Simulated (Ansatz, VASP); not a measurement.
## GaO3: VASP beside Ansatz

File INCAR:

```
SYSTEM = GaO3
ALGO = Normal
EDIFF = 1E-7
ENCUT = 520
GGA = PE
ISIF = 2
ISMEAR = 0
LASPH = .True.
LCHARG = .True.
LELF = .True.
LREAL = .False.
LVHAR = .True.
LWAVE = .False.
NBANDS = 24
NELM = 60
PREC = Accurate
SIGMA = 0.1
```

The input KPOINTS:

```
k-points
0
Gamma
  8 8 8
  0 0 0
```

The input POSCAR:

```
GaO3
1.0
   -1.6533842626      1.6533842626      3.6932739372
    1.6533842626     -1.6533842626      3.6932739372
    1.6533842626      1.6533842626     -3.6932739372
Ga O
1 3
Direct
    0.0000000000      0.0000000000      0.0000000000
    0.5000000000      0.5000000000      0.0000000000
    0.2500000000      0.7500000000      0.5000000000
    0.7500000000      0.2500000000      0.5000000000
```

Input for Ansatz:

```yaml
crystal:
  lattice:
    - [-1.6533842626, 1.6533842626, 3.6932739372]
    - [1.6533842626, -1.6533842626, 3.6932739372]
    - [1.6533842626, 1.6533842626, -3.6932739372]
  atoms:
    - { symbol: Ga, position: [0.0, 0.0, 0.0] }
    - { symbol: O, position: [0.5, 0.5, 0.0] }
    - { symbol: O, position: [0.25, 0.75, 0.5] }
    - { symbol: O, position: [0.75, 0.25, 0.5] }
basis:
  ecutwfc: 420
kpoints:
  mp_grid: { grid: [8, 8, 8] }
hamiltonian:
  xc: pbe
scf:
  occupations: { method: gaussian, width: 0.1 }
  lower_state_search: "off"
output:
  forces: true
  stress: true
  eigenvalues: true
```

Alike in both runs: task single point; functional PBE; k mesh 8 × 8 × 8; occupations gaussian, width 0.1 eV; no spin polarisation.

|  | VASP | Ansatz |
| --- | --- | --- |
| version | VASP 6.6.1 | Ansatz 0.2.0 |
| potentials or method | VASP PAW PBE potentials, release 64 (Ga_d, O), cutoff 520 eV | scalar-relativistic, plane waves, PAW |
| valence electrons in the cell | 31 | 31 |

```tsv
	VASP	Ansatz	Ansatz less VASP
gap on the k mesh at the Fermi level (eV)	none	none	-
pressure (GPa)	-17.1	-17.2	-0.11
traceless stress, the component that is largest in VASP (GPa)	13.20	13.26	+0.062
```

A gap of «none» marks a metal or a gap that the smearing closes. With one functional, cell and mesh, what is left measures potentials, basis and numerics.
